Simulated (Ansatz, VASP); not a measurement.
# One calculation of BN, two programs

Contents of INCAR:

```
SYSTEM = BN
ALGO = Normal
EDIFF = 1E-7
ENCUT = 520
GGA = PE
ISIF = 2
ISMEAR = 0
LASPH = .True.
LCHARG = .False.
LREAL = .False.
LWAVE = .False.
NBANDS = 11
NELM = 60
PREC = Accurate
SIGMA = 0.05
```

Contents of KPOINTS:

```
k-points
0
Gamma
  12 12 12
  0 0 0
```

Contents of POSCAR:

```
BN
1.0
    0.0000000000      1.9138003215      1.6545347294
    1.6545347294      0.0000000000      1.6545347294
    1.6545347294      1.9138003215      0.0000000000
B N
1 1
Direct
    0.0000000000      0.0000000000      0.0000000000
    0.7500000000      0.7500000000      0.7500000000
```

Input for Ansatz:

```yaml
crystal:
  lattice:
    - [0.0, 1.9138003215, 1.6545347294]
    - [1.6545347294, 0.0, 1.6545347294]
    - [1.6545347294, 1.9138003215, 0.0]
  atoms:
    - { symbol: B, position: [0.0, 0.0, 0.0] }
    - { symbol: "N", position: [0.75, 0.75, 0.75] }
basis:
  ecutwfc: 520.0
kpoints:
  mp_grid: { grid: [12, 12, 12] }
hamiltonian:
  xc: pbe
scf:
  occupations: { method: gaussian, width: 0.05 }
output:
  forces: true
  stress: true
  eigenvalues: true
```

Alike in both runs: task single point; functional PBE; k mesh 12 × 12 × 12; occupations gaussian, width 0.05 eV; no spin polarisation.

|  | VASP | Ansatz |
| --- | --- | --- |
| version | VASP 6.6.1 | Ansatz 0.2.0 |
| potentials or method | VASP PAW PBE potentials, release 64 (B, N), cutoff 520 eV | scalar-relativistic, plane waves, PAW |
| valence electrons in the cell | 8 | 8 |

```csv
,VASP,Ansatz,Ansatz less VASP
gap on the k mesh at the Fermi level (eV),3.11,3.13,+0.017
least direct gap on the mesh (eV),8.12,8.13,+0.009
```
